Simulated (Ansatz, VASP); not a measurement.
Ba: VASP beside Ansatz

```xyz
1
Lattice="0.0000 3.3856 3.3856 3.3856 0.0000 3.3856 3.3856 3.3856 0.0000" Properties=species:S:1:pos:R:3 pbc="T T T"
Ba    0.0000    0.0000    0.0000
```

Alike in both runs: task single point; functional RPBE; k mesh 10 × 10 × 10; occupations fermi-dirac, width 0.1 eV; no spin polarisation.

|  | VASP | Ansatz |
| --- | --- | --- |
| version | VASP 6.6.1 | Ansatz 0.2.0 |
| potentials or method | VASP PAW PBE potentials, release 64 (Ba_sv), cutoff 520 eV | plane waves (420 eV) with PAW, scalar-relativistic |
| valence electrons in the cell | 10 | 10 |

|  | VASP | Ansatz | Ansatz less VASP |
| --- | --- | --- | --- |
| pressure (GPa) | -0.7 | -0.7 | -0.01 |

VASP's potentials were made for PBE, not for RPBE.

Neither program's run includes spin-orbit coupling.
